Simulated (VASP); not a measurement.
# ZrS2 (r.Ae) in VASP: single point with PBE

Aim: the single point of ZrS2 (r.Ae) with PBE.

Everything below comes from runs of VASP 6.6.1. Logs are shortened: lines on timing, memory, paths and dates and some standing lists are left out, and cuts for length are marked.

## (1) The cell of the first run

The cell holds a sheet with vacuum, 3 atoms: a = 3.657 Å, b = 3.657 Å, c = 18.906 Å, α = 90.00°, β = 90.00°, γ = 120.00°.

## (2) Single point, PBE

Input file INCAR:

```
SYSTEM = ZrS2
ALGO     = Normal         ! electronic algorithm
DIPOL    = 0.5 0.5 0.500
EDIFF    = 1E-6           ! SCF threshold, eV
ENCUT    = 400            ! plane-wave cutoff, eV
GGA      = PE             ! functional
GGA_COMPAT= .False.      
IDIPOL   = 3            
ISIF     = 2              ! what is computed and relaxed
ISMEAR   = 0              ! smearing method
LASPH    = .True.         ! aspherical terms in the spheres
LCHARG   = .False.        ! write CHGCAR
LDIPOL   = .True.       
LREAL    = .False.        ! projectors in reciprocal space
LWAVE    = .False.        ! write WAVECAR
NBANDS   = 19             ! bands
NELM     = 120            ! most SCF steps
NELMDL   = -8           
PREC     = Accurate       ! precision mode
SIGMA    = 0.03           ! smearing width, eV
```

Input file KPOINTS:

```
k-points
0
Gamma
  12 12 1
  0 0 0
```

Input file POSCAR:

```
ZrS2
1.0
    3.6574193721      0.0000000000      0.0000000000
   -1.8287096860      3.1674180885      0.0000000000
    0.0000000000      0.0000000000     18.9057984599
S Zr
2 1
Direct
    0.3333333333      0.6666666667      0.4231506020
    0.6666666667      0.3333333333      0.5768493980
    0.0000000000      0.0000000000      0.5000000000
```

Potentials or basis: VASP PAW PBE potentials, release 64 (S, Zr_sv).

Launch:

```sh
cat potpaw_PBE.64/S/POTCAR potpaw_PBE.64/Zr_sv/POTCAR > POTCAR
mpirun -np 1 vasp_std > vasp.out
```

OUTCAR:

```text
SYSTEM = ZrS2
   EDIFF = 1E-6
   ENCUT = 400
   GGA = PE
   ISIF = 2
   ISMEAR = 0
   LASPH = .True.
   LREAL = .False.
   NELM = 120
   NELMDL = -8
   PREC = Accurate

 ion  position               nearest neighbor table
   1  0.333  0.667  0.423-   3 2.56   3 2.56   3 2.56
   2  0.667  0.333  0.577-   3 2.56   3 2.56   3 2.56
   3  0.000  0.000  0.500-   1 2.56   2 2.56   1 2.56   2 2.56   2 2.56   1 2.56

  LATTYP: Found a hexagonal cell.
 ALAT       =     3.6574193721
 C/A-ratio  =     5.1691634282

  Lattice vectors:

 A1 = (   3.6574193721,   0.0000000000,   0.0000000000)
 A2 = (  -1.8287096860,   3.1674180885,   0.0000000000)
 A3 = (   0.0000000000,   0.0000000000,  18.9057984599)

Analysis of symmetry for initial positions (statically):
=====================================================================
 Subroutine PRICEL returns:
 Original cell was already a primitive cell.

 Routine SETGRP: Setting up the symmetry group for a
 hexagonal supercell.

 Subroutine GETGRP returns: Found 12 space group operations
 (whereof 12 operations were pure point group operations)
 out of a pool of 24 trial point group operations.

The static configuration has the point symmetry D_3d.

Analysis of symmetry for dynamics (positions and initial velocities):
=====================================================================
 Subroutine PRICEL returns:
 Original cell was already a primitive cell.

 Routine SETGRP: Setting up the symmetry group for a
 hexagonal supercell.

 Subroutine GETGRP returns: Found 12 space group operations
 (whereof 12 operations were pure point group operations)
 out of a pool of 24 trial point group operations.

The dynamic configuration has the point symmetry D_3d.

 Subroutine INISYM returns: Found 12 space group operations
 (whereof 12 operations are pure point group operations),
 and found     1 'primitive' translations

----------------------------------------------------------------------------------------

                                     Primitive cell

  volume of cell :     219.0157

  direct lattice vectors                    reciprocal lattice vectors
     3.657419372  0.000000000  0.000000000     0.273416827  0.157857279  0.000000000
    -1.828709686  3.167418088  0.000000000     0.000000000  0.315714557  0.000000000
     0.000000000  0.000000000 18.905798460     0.000000000  0.000000000  0.052893825

  length of vectors
     3.657419372  3.657419372 18.905798460     0.315714557  0.315714557  0.052893825

  position of ions in fractional coordinates (direct lattice)
     0.333333333  0.666666667  0.423150602
     0.666666667  0.333333333  0.576849398
     0.000000000  0.000000000  0.500000000

  ion indices of the primitive-cell ions
   primitive index   ion index
                 1           1
                 2           2
                 3           3

----------------------------------------------------------------------------------------

 KPOINTS: k-points

Automatic generation of k-mesh.
 Grid dimensions read from file:
 generate k-points for:   12   12    1

 Generating k-lattice:

  Cartesian coordinates                     Fractional coordinates (reciprocal lattice)
     0.022784736  0.013154773  0.000000000     0.083333333  0.000000000  0.000000000
     0.000000000  0.026309546  0.000000000     0.000000000  0.083333333  0.000000000
     0.000000000  0.000000000  0.052893825     0.000000000  0.000000000  1.000000000

  Length of vectors
     0.026309546  0.026309546  0.052893825

  Shift w.r.t. Gamma in fractional coordinates (k-lattice)
     0.000000000  0.000000000  0.000000000

 Subroutine IBZKPT returns following result:
 ===========================================

 Found     19 irreducible k-points:

 Following reciprocal coordinates:
            Coordinates               Weight
  0.000000  0.000000  0.000000      1.000000
  0.083333 -0.000000  0.000000      6.000000
  0.166667 -0.000000  0.000000      6.000000
  0.250000 -0.000000  0.000000      6.000000
  0.333333 -0.000000  0.000000      6.000000
  0.416667  0.000000  0.000000      6.000000
[... 11 lines left out ...]
  0.333333  0.250000  0.000000     12.000000
  0.333333  0.333333  0.000000      2.000000
   k-points           NKPTS =     19   k-points in BZ     NKDIM =     19   number of bands    NBANDS=     19
   number of dos      NEDOS =    301   number of ions     NIONS =      3
   total plane-waves  NPLWV =  72576
   dimension x,y,z NGX =    24 NGY =   24 NGZ =  126
   dimension x,y,z NGXF=    48 NGYF=   48 NGZF=  252
   ions per type =               2   1
   NGX,Y,Z   is equivalent  to a cutoff of  10.91, 10.91, 11.08 a.u.
   NGXF,Y,Z  is equivalent  to a cutoff of  21.82, 21.82, 22.16 a.u.
 SYSTEM =  ZrS2
   PREC   = accura    normal or accurate (medium, high low for compatibility)
   ISTART =      0    job   : 0-new  1-cont  2-samecut
   ICHARG =      2    charge: 1-file 2-atom 10-const
   ISPIN  =      1    spin polarized calculation?
   LNONCOLLINEAR =      F non collinear calculations
   LSORBIT =      F    spin-orbit coupling
   LASPH  =      T    aspherical Exc in radial PAW
   ENCUT  =  400.0 eV  29.40 Ry    5.42 a.u.   5.96  5.96 30.83*2*pi/ulx,y,z
   NELM   =    120;   NELMIN=  2; NELMDL= -8     # of ELM steps
   EDIFF  = 0.1E-05   stopping-criterion for ELM
   LREAL  =      F    real-space projection
   EDIFFG = 0.1E-04   stopping-criterion for IOM
   NSW    =      0    number of steps for IOM
   IBRION =     -1    ionic relax: 0-MD 1-quasi-New 2-CG
   NFREE  =      0    steps in history (QN), initial steepest desc. (CG)
   ISIF   =      2    stress and relaxation
   ISYM   =      2    0-nonsym 1-usesym 2-fastsym
   POTIM  = 0.5000    time-step for ionic-motion
   TEBEG  =    0.0;   TEEND  =   0.0 temperature during run
   PSTRESS=    0.0 pullay stress
   NELECT =      24.0000    total number of electrons
   NUPDOWN=      -1.0000    fix difference up-down
   EMIN   =  10.00;   EMAX   =-10.00  energy-range for DOS
   EFERMI =   0.00;   METHOD = LEGACY
   ISMEAR =     0;   SIGMA  =   0.03  broadening in eV -4-tet -1-fermi 0-gaus
   EFERMI_NEDOS =   21; number of points for ismear=-14 and -15
   IALGO  =     38    algorithm
   IMIX   =      4    mixing-type and parameters
     AMIX     =   0.40;   BMIX     =  1.00
     AMIX_MAG =   1.60;   BMIX_MAG =  1.00
  volume/ion in A,a.u.               =      73.01       492.66
  Fermi-wavevector in a.u.,A,eV,Ry     =   0.783406  1.480423  8.350233  0.613725
  Thomas-Fermi vector in A             =   1.887328
   LORBIT       =      0    0 simple, 1 ext, 2 COOP (PROOUT), +10 PAW based schemes
   GGA     = PE    functional components
   LHFCALC =     F    Hartree Fock is set to
   AEXX    =    0.0000 exact exchange contribution
   IVDW    =     0    specifies the selected vdW correction
   LEPSILON=     F    determine dielectric tensor
   LRPA    =     F    only Hartree local field effects (RPA)
 non-spin polarized calculation
 Gauss-broadening in eV      SIGMA  =   0.03
  energy-cutoff  :      400.00
  volume of cell :      219.02
 maximum number of plane-waves:      4026
 NGX is ok and might be reduce to    24
   NGX = 11   NGY = 11   NGZ = 61

 number of electron      24.0000003 magnetization

 dipolmoment           0.000000      0.000000     -0.000000 electrons x Angstroem

 Free energy of the ion-electron system (eV)
  ---------------------------------------------------
  ext. energy  EPLUGINS =         0.00000000
  ---------------------------------------------------
  free energy    TOTEN  =       -21.42892359 eV

  energy without entropy =      -21.42892359  energy(sigma->0) =      -21.42892359

 E-fermi :  -2.8718     XC(G=0):  -3.4742

 val. band max:       -3.0145158218   @ k =   0.0000   0.0000   0.0000
 cond. band min:      -1.8788044209   @ k =   0.5000  -0.0000   0.0000
 fundamental gap:      1.1357114009
 Fermi energy:        -2.8718012451

 k-point     1 :       0.0000    0.0000    0.0000
  band No.  band energies     occupation
      1     -51.8701      2.00000
      2     -29.9363      2.00000
      3     -29.7786      2.00000
      4     -29.7786      2.00000
      5     -15.4305      2.00000
      6     -14.2772      2.00000
[... 11 lines left out ...]
     18       2.5251      0.00000
     19       3.0418      0.00000

 k-point     2 :       0.0833   -0.0000    0.0000
  band No.  band energies     occupation
      1     -51.8687      2.00000
      2     -29.9323      2.00000
      3     -29.7970      2.00000
      4     -29.7825      2.00000
      5     -15.3590      2.00000
      6     -14.2878      2.00000
[... 11 lines left out ...]
     18       2.7267      0.00000
     19       3.1973      0.00000

 k-point     3 :       0.1667   -0.0000    0.0000
  band No.  band energies     occupation
      1     -51.8651      2.00000
      2     -29.9215      2.00000
      3     -29.8470      2.00000
      4     -29.7933      2.00000
      5     -15.1603      2.00000
      6     -14.3152      2.00000
[... 11 lines left out ...]
     18       3.1991      0.00000
     19       3.5756      0.00000

 k-point     4 :       0.2500   -0.0000    0.0000
  band No.  band energies     occupation
      1     -51.8602      2.00000
      2     -29.9175      2.00000
      3     -29.9036      2.00000
      4     -29.8080      2.00000
      5     -14.8867      2.00000
      6     -14.3400      2.00000
[... 297 lines left out ...]
     18       5.0532      0.00000
     19       5.1547      0.00000

 k-point    18 :       0.3333    0.2500    0.0000
  band No.  band energies     occupation
      1     -51.8486      2.00000
      2     -29.9967      2.00000
      3     -29.9184      2.00000
      4     -29.8709      2.00000
      5     -14.3553      2.00000
      6     -14.2027      2.00000
[... 11 lines left out ...]
     18       5.1907      0.00000
     19       5.4850      0.00000

 k-point    19 :       0.3333    0.3333    0.0000
  band No.  band energies     occupation
      1     -51.8479      2.00000
      2     -29.9630      2.00000
      3     -29.9630      2.00000
      4     -29.8691      2.00000
      5     -14.2596      2.00000
      6     -14.2596      2.00000
[... 11 lines left out ...]
     18       5.6236      0.00000
     19       6.0760      0.00000

------------------------ aborting loop because EDIFF is reached ----------------------------------------

 vacuum level on the upper side and lower side of the slab       (xc-potential included)        -0.132        -0.132

  FORCE on cell =-STRESS in cart. coord.  units (eV):
  Direction    XX          YY          ZZ          XY          YZ          ZX
  --------------------------------------------------------------------------------------
  -------------------------------------------------------------------------------------
  Total        0.6304344      0.6304344      0.2546222      0.0000000      0.0000000     -0.0000000
  in kB        4.6118512      4.6118512      1.8626515      0.0000000      0.0000000     -0.0000000
  external PRESSURE =       3.6954513 kB  Pullay stress =       0.0000000 kB

 VOLUME and BASIS-vectors are now :
 -----------------------------------------------------------------------------
  energy-cutoff  :      400.00
  volume of cell :      219.02
      direct lattice vectors                 reciprocal lattice vectors
     3.657419372  0.000000000  0.000000000     0.273416827  0.157857279  0.000000000
    -1.828709686  3.167418088  0.000000000     0.000000000  0.315714557  0.000000000
     0.000000000  0.000000000 18.905798460     0.000000000  0.000000000  0.052893825

 POSITION                                       TOTAL-FORCE (eV/Angst)
 -----------------------------------------------------------------------------------
     -0.00000      2.11161      8.00000        -0.000000      0.000000     -0.102693
      1.82871      1.05581     10.90580         0.000000     -0.000000      0.102693
      0.00000      0.00000      9.45290        -0.000000      0.000000      0.000000
 -----------------------------------------------------------------------------------
    total drift:                                0.000000      0.000000      0.000000

  FREE ENERGIE OF THE ION-ELECTRON SYSTEM (eV)
  ---------------------------------------------------
  free  energy   TOTEN  =       -21.4289235855 eV

  energy  without entropy=      -21.4289235855  energy(sigma->0) =      -21.42892359

 vacuum level on the upper side and lower side of the slab         3.317         3.317
```

Run time: 2.5 min. Hardware: 1 thread of AMD EPYC 7R13, shared host; peak memory 0.23 GiB.

Results:

| Item | Value |
| --- | --- |
| Free energy | -21.4289 eV |
| Largest force | 0.103 eV/Å |
| Band gap on the k mesh | 1.14 eV, indirect (least direct gap 1.69 eV) |

Forces on the atoms (eV/Å):
```
S    0.000  0.000 -0.103
S    0.000  0.000  0.103
Zr   0.000  0.000  0.000
```
